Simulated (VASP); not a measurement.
# B14HN14 (a cell with a defect) in VASP: single point with PBE

Aim: the single point of B14HN14 (a cell with a defect) with PBE.

All numbers are computed with VASP 6.6.1; they aren't measurements. Logs are shortened: lines on timing, memory, paths and dates and some standing lists are left out, and cuts for length are marked.

## 1. The cell of the first run

The cell holds a defect, 29 atoms: a = 6.647 Å, b = 6.647 Å, c = 8.343 Å, α = 90.00°, β = 90.00°, γ = 120.00°.

## 2. Single point, PBE

File INCAR:

```
PREC = Accurate
ENCUT = 520
EDIFF = 1E-6
ISMEAR = 0
SIGMA = 0.02
LREAL = Auto
LASPH = T
NELM = 60
ALGO = Normal
ISIF = 2
LWAVE = F
LCHARG = F
GGA = PE
NELECT = 114.0
NBANDS = 76
```

File KPOINTS:

```
Automatic mesh
0
Gamma
  2 2 2
```

File POSCAR:

```
B14HN14
1.0
    1.2560905718     -6.5268380678      0.0000000000
   -6.2804528590      2.1756126893      0.0000000000
    0.0000000000      0.0000000000     -8.3431635353
B N H
14 14 1
Direct
    0.6195727201      0.5214801426      0.6949921304
    0.3365177512      0.6611672546      0.6906418621
    0.0523134820      0.8071361390      0.6951677233
    0.4750380350      0.0901563645      0.6908800212
    0.1924713293      0.2344181949      0.7547946260
    0.9052171429      0.3743220069      0.6953243785
    0.7654792342      0.9516349192      0.6906750630
    0.6645964338      0.3345679622      0.2505354223
    0.3784968632      0.4768949642      0.2523952684
    0.0932568652      0.6203509773      0.2505137279
    0.5217858009      0.9060530113      0.2505459699
    0.2359519543      0.0493356183      0.2522840396
    0.9509115323      0.1918611663      0.2524210380
    0.8075183886      0.7632359230      0.2504373780
    0.6170260830      0.5250775254      0.2500351325
    0.3313224471      0.6679129827      0.2499984558
    0.0455889243      0.8108228710      0.2500014522
    0.4741297437      0.0965126106      0.2500902675
    0.1884429240      0.2393851867      0.2555329272
    0.9027653538      0.3822501503      0.2501240676
    0.7599083908      0.9537028459      0.2500074452
    0.6675086069      0.3296402846      0.6940354190
    0.3854804307      0.4754859883      0.6993874656
    0.0970319718      0.6141235404      0.6940249913
    0.5256819037      0.9009952324      0.6809589643
    0.2404075172      0.0412329527      0.6996129196
    0.9512126645      0.1862280135      0.6997272648
    0.8125507519      0.7591981734      0.6937696925
    0.1928406912      0.2347605192     -0.0936746591
```

Potentials or basis: VASP PAW PBE potentials, release 64 (B, N, H).

Command:

```sh
$ cat potpaw_PBE.64/B/POTCAR potpaw_PBE.64/N/POTCAR potpaw_PBE.64/H/POTCAR > POTCAR
$ mpirun -np 1 vasp_std > vasp.out
```

OUTCAR:

```text
PREC = Accurate
   ENCUT = 520
   EDIFF = 1E-6
   ISMEAR = 0
   LREAL = Auto
   LASPH = T
   NELM = 60
   ISIF = 2
   GGA = PE
   NELECT = 114.0

 ion  position               nearest neighbor table
   1  0.620  0.521  0.695-  23 1.43  28 1.45  22 1.46
   2  0.337  0.661  0.691-  23 1.43  25 1.46  24 1.46
   3  0.052  0.807  0.695-  26 1.43  24 1.45  28 1.46
   4  0.475  0.090  0.691-  26 1.43  25 1.46  22 1.46
   5  0.192  0.234  0.755-  29 1.26  23 1.54  26 1.54  27 1.54
   6  0.905  0.374  0.695-  27 1.43  22 1.45  24 1.46
   7  0.765  0.952  0.691-  27 1.43  25 1.46  28 1.46
   8  0.665  0.335  0.251-  18 1.45  15 1.45  20 1.45
   9  0.378  0.477  0.252-  19 1.45  16 1.45  15 1.45
  10  0.093  0.620  0.251-  16 1.45  20 1.45  17 1.45
  11  0.522  0.906  0.251-  18 1.45  21 1.45  16 1.45
[... 15 lines left out ...]
  27  0.951  0.186  0.700-   7 1.43   6 1.43   5 1.54
  28  0.813  0.759  0.694-   1 1.45   3 1.46   7 1.46
  29  0.193  0.235  0.906-   5 1.26

  LATTYP: Found a hexagonal cell.
 ALAT       =     6.6466065543
 C/A-ratio  =     1.2552516035

  Lattice vectors:

 A1 = (   1.2560905718,  -6.5268380678,   0.0000000000)
 A2 = (  -6.2804528590,   2.1756126893,   0.0000000000)
 A3 = (   0.0000000000,   0.0000000000,  -8.3431635353)

Analysis of symmetry for initial positions (statically):
=====================================================================
 Subroutine PRICEL returns:
 Original cell was already a primitive cell.

 Routine SETGRP: Setting up the symmetry group for a
 hexagonal supercell.

 Subroutine GETGRP returns: Found  1 space group operations
 (whereof  1 operations were pure point group operations)
 out of a pool of 24 trial point group operations.

The static configuration has the point symmetry C_1 .

Analysis of symmetry for dynamics (positions and initial velocities):
=====================================================================
 Subroutine PRICEL returns:
 Original cell was already a primitive cell.

 Routine SETGRP: Setting up the symmetry group for a
 hexagonal supercell.

 Subroutine GETGRP returns: Found  1 space group operations
 (whereof  1 operations were pure point group operations)
 out of a pool of 24 trial point group operations.

The dynamic configuration has the point symmetry C_1 .

 Subroutine INISYM returns: Found  1 space group operations
 (whereof  1 operations are pure point group operations),
 and found     1 'primitive' translations

----------------------------------------------------------------------------------------

                                     Primitive cell

  volume of cell :     319.1989

  direct lattice vectors                    reciprocal lattice vectors
     1.256090572 -6.526838068  0.000000000    -0.056865781 -0.164157370  0.000000000
    -6.280452859  2.175612689  0.000000000    -0.170597343 -0.032831474  0.000000000
     0.000000000  0.000000000 -8.343163535     0.000000000  0.000000000 -0.119858612

  length of vectors
     6.646606554  6.646606554  8.343163535     0.173727831  0.173727831  0.119858612

  position of ions in fractional coordinates (direct lattice)
     0.619572720  0.521480143  0.694992130
     0.336517751  0.661167255  0.690641862
     0.052313482  0.807136139  0.695167723
     0.475038035  0.090156364  0.690880021
     0.192471329  0.234418195  0.754794626
     0.905217143  0.374322007  0.695324378
[... 21 lines left out ...]
     0.812550752  0.759198173  0.693769692
     0.192840691  0.234760519  0.906325341

  ion indices of the primitive-cell ions
   primitive index   ion index
                 1           1
                 2           2
                 3           3
                 4           4
                 5           5
                 6           6
[... 21 lines left out ...]
                28          28
                29          29

----------------------------------------------------------------------------------------

 KPOINTS: Automatic mesh

Automatic generation of k-mesh.
 Grid dimensions read from file:
 generate k-points for:    2    2    2

 Generating k-lattice:

  Cartesian coordinates                     Fractional coordinates (reciprocal lattice)
    -0.028432891 -0.082078685  0.000000000     0.500000000  0.000000000  0.000000000
    -0.085298672 -0.016415737  0.000000000     0.000000000  0.500000000  0.000000000
     0.000000000  0.000000000 -0.059929306     0.000000000  0.000000000  0.500000000

  Length of vectors
     0.086863915  0.086863915  0.059929306

  Shift w.r.t. Gamma in fractional coordinates (k-lattice)
     0.000000000  0.000000000  0.000000000

 Subroutine IBZKPT returns following result:
 ===========================================

 Found      8 irreducible k-points:

 Following reciprocal coordinates:
            Coordinates               Weight
  0.000000  0.000000  0.000000      1.000000
  0.500000  0.000000  0.000000      1.000000
  0.000000  0.500000  0.000000      1.000000
  0.500000  0.500000  0.000000      1.000000
  0.000000  0.000000  0.500000      1.000000
  0.500000  0.000000  0.500000      1.000000
  0.000000  0.500000  0.500000      1.000000
  0.500000  0.500000  0.500000      1.000000
   k-points           NKPTS =      8   k-points in BZ     NKDIM =      8   number of bands    NBANDS=     76
   number of dos      NEDOS =    301   number of ions     NIONS =     29
   total plane-waves  NPLWV = 160000
   dimension x,y,z NGX =    50 NGY =   50 NGZ =   64
   dimension x,y,z NGXF=   100 NGYF=  100 NGZF=  128
   ions per type =              14  14   1
   NGX,Y,Z   is equivalent  to a cutoff of  12.51, 12.51, 12.75 a.u.
   NGXF,Y,Z  is equivalent  to a cutoff of  25.01, 25.01, 25.51 a.u.
 SYSTEM =  unknown system
   PREC   = accura    normal or accurate (medium, high low for compatibility)
   ISTART =      0    job   : 0-new  1-cont  2-samecut
   ICHARG =      2    charge: 1-file 2-atom 10-const
   ISPIN  =      1    spin polarized calculation?
   LNONCOLLINEAR =      F non collinear calculations
   LSORBIT =      F    spin-orbit coupling
   LASPH  =      T    aspherical Exc in radial PAW
   ENCUT  =  520.0 eV  38.22 Ry    6.18 a.u.  12.36 12.36 15.51*2*pi/ulx,y,z
   NELM   =     60;   NELMIN=  2; NELMDL= -5     # of ELM steps
   EDIFF  = 0.1E-05   stopping-criterion for ELM
   LREAL  =      T    real-space projection
   EDIFFG = 0.1E-04   stopping-criterion for IOM
   NSW    =      0    number of steps for IOM
   IBRION =     -1    ionic relax: 0-MD 1-quasi-New 2-CG
   NFREE  =      0    steps in history (QN), initial steepest desc. (CG)
   ISIF   =      2    stress and relaxation
   ISYM   =      2    0-nonsym 1-usesym 2-fastsym
   POTIM  = 0.5000    time-step for ionic-motion
   TEBEG  =    0.0;   TEEND  =   0.0 temperature during run
   PSTRESS=    0.0 pullay stress
   NELECT =     114.0000    total number of electrons
   NUPDOWN=      -1.0000    fix difference up-down
   EMIN   =  10.00;   EMAX   =-10.00  energy-range for DOS
   EFERMI =   0.00;   METHOD = LEGACY
   ISMEAR =     0;   SIGMA  =   0.02  broadening in eV -4-tet -1-fermi 0-gaus
   EFERMI_NEDOS =   21; number of points for ismear=-14 and -15
   IALGO  =     38    algorithm
   IMIX   =      4    mixing-type and parameters
     AMIX     =   0.40;   BMIX     =  1.00
     AMIX_MAG =   1.60;   BMIX_MAG =  1.00
  volume/ion in A,a.u.               =      11.01        74.28
  Fermi-wavevector in a.u.,A,eV,Ry     =   1.161509  2.194934 18.355671  1.349104
  Thomas-Fermi vector in A             =   2.298080
   LORBIT       =      0    0 simple, 1 ext, 2 COOP (PROOUT), +10 PAW based schemes
   GGA     = PE    functional components
   LHFCALC =     F    Hartree Fock is set to
   AEXX    =    0.0000 exact exchange contribution
   IVDW    =     0    specifies the selected vdW correction
   LEPSILON=     F    determine dielectric tensor
   LRPA    =     F    only Hartree local field effects (RPA)
 non-spin polarized calculation
 Gauss-broadening in eV      SIGMA  =   0.02
  energy-cutoff  :      520.00
  volume of cell :      319.20
 maximum number of plane-waves:      8635
 NGX is ok and might be reduce to    50
   NGX = 25   NGY = 25   NGZ = 31

 number of electron     113.9999995 magnetization

 Free energy of the ion-electron system (eV)
  ---------------------------------------------------
  ext. energy  EPLUGINS =         0.00000000
  ---------------------------------------------------
  free energy    TOTEN  =      -245.63257797 eV

  energy without entropy =     -245.63257797  energy(sigma->0) =     -245.63257797

 E-fermi :   2.4244     XC(G=0):  -8.7371

 val. band max:        2.2754209373   @ k =   0.0000   0.0000   0.5000
 cond. band min:       4.6510957178   @ k =   0.0000   0.5000   0.0000
 fundamental gap:      2.3756747805
 Fermi energy:         2.4243799620

 k-point     1 :       0.0000    0.0000    0.0000
  band No.  band energies     occupation
      1     -17.7794      2.00000
      2     -16.0795      2.00000
      3     -15.4021      2.00000
      4     -15.3974      2.00000
      5     -15.3973      2.00000
      6     -15.3925      2.00000
[... 61 lines left out ...]
     68       7.8445      0.00000
     69       7.8487      0.00000

 k-point     2 :       0.5000    0.0000    0.0000
  band No.  band energies     occupation
      1     -17.1214      2.00000
      2     -17.0991      2.00000
      3     -15.9125      2.00000
      4     -15.8991      2.00000
      5     -15.5047      2.00000
      6     -15.3084      2.00000
[... 61 lines left out ...]
     68       7.9041      0.00000
     69       8.4598      0.00000

 k-point     3 :       0.0000    0.5000    0.0000
  band No.  band energies     occupation
      1     -17.1214      2.00000
      2     -17.0990      2.00000
      3     -15.9125      2.00000
      4     -15.8992      2.00000
      5     -15.5045      2.00000
      6     -15.3087      2.00000
[... 349 lines left out ...]
     68       7.5425      0.00000
     69       7.9253      0.00000

 k-point     8 :       0.5000    0.5000    0.5000
  band No.  band energies     occupation
      1     -17.1211      2.00000
      2     -17.0989      2.00000
      3     -15.9125      2.00000
      4     -15.8991      2.00000
      5     -15.5048      2.00000
      6     -15.3090      2.00000
[... 61 lines left out ...]
     68       7.5428      0.00000
     69       7.9252      0.00000
 [bands above 69 left out]

------------------------ aborting loop because EDIFF is reached ----------------------------------------

  FORCE on cell =-STRESS in cart. coord.  units (eV):
  Direction    XX          YY          ZZ          XY          YZ          ZX
  --------------------------------------------------------------------------------------
  -------------------------------------------------------------------------------------
  Total        7.0923698      7.1070186      6.2228107      0.0077498     -0.0296464      0.0145380
  in kB       35.5992314     35.6727594     31.2345922      0.0388991     -0.1488065      0.0729719
  external PRESSURE =      34.1688610 kB  Pullay stress =       0.0000000 kB

 VOLUME and BASIS-vectors are now :
 -----------------------------------------------------------------------------
  energy-cutoff  :      520.00
  volume of cell :      319.20
      direct lattice vectors                 reciprocal lattice vectors
     1.256090572 -6.526838068  0.000000000    -0.056865781 -0.164157370  0.000000000
    -6.280452859  2.175612689  0.000000000    -0.170597343 -0.032831474  0.000000000
     0.000000000  0.000000000 -8.343163535     0.000000000  0.000000000 -0.119858612

 POSITION                                       TOTAL-FORCE (eV/Angst)
 -----------------------------------------------------------------------------------
     -2.49689     -2.90931     -5.79843         0.009383      0.000602     -0.004197
     -3.72973     -0.75795     -5.76214        -0.006548     -0.000285     -0.002243
     -5.00347      1.41457     -5.79990        -0.005617      0.007470      0.006054
      0.03047     -2.90435     -5.76413         0.003377     -0.005824      0.014393
     -1.23049     -0.74623     -6.29738         0.005211      0.000995      0.007155
     -1.21388     -5.09383     -5.80120        -0.010471     -0.005093      0.009639
[... 21 lines left out ...]
     -3.74747     -3.65167     -5.78823        -0.001871     -0.001050     -0.004698
     -1.23218     -0.74789     -7.56162         0.003694      0.000497     -0.003612
 -----------------------------------------------------------------------------------
    total drift:                               -0.004457     -0.001650      0.002385

  FREE ENERGIE OF THE ION-ELECTRON SYSTEM (eV)
  ---------------------------------------------------
  free  energy   TOTEN  =      -245.6325779720 eV

  energy  without entropy=     -245.6325779720  energy(sigma->0) =     -245.63257797
```

Run time: 6.7 min. Hardware: 1 thread of Intel Xeon Platinum 8259CL at 2.50GHz (Skylake/Cascade Lake), shared host; peak memory 0.45 GiB.

What came out:

```yaml
Free_energy: -245.6326 eV
Largest_force: 0.016 eV/Å
```

Forces on the atoms (eV/Å):
```
B    0.009  0.001 -0.004
B   -0.007  0.000 -0.002
B   -0.006  0.007  0.006
B    0.003 -0.006  0.014
B    0.005  0.001  0.007
B   -0.010 -0.005  0.010
B    0.005 -0.003 -0.002
B   -0.002 -0.001  0.001
B   -0.007 -0.001  0.003
B    0.002 -0.002  0.003
B    0.003 -0.001 -0.001
B    0.000 -0.002 -0.004
B   -0.003  0.002  0.000
B    0.002  0.003 -0.002
N    0.002  0.001 -0.001
N    0.001  0.002 -0.004
N   -0.001 -0.001  0.001
N    0.000  0.001  0.000
N    0.003 -0.001  0.010
N    0.003 -0.001  0.001
N    0.000 -0.003 -0.001
N   -0.001  0.005 -0.005
N   -0.006  0.006 -0.002
N    0.004 -0.001 -0.004
N   -0.002  0.002  0.003
N    0.000 -0.009 -0.010
N   -0.001  0.006 -0.007
N   -0.002 -0.001 -0.005
H    0.004  0.000 -0.004
```

Caveat: the k points lie up to 0.55 Å⁻¹ apart; the cell carries a net charge on a neutralising background, which shifts energy and pressure; the cell is charged against a uniform background, so pressure and absolute levels hang on convention.
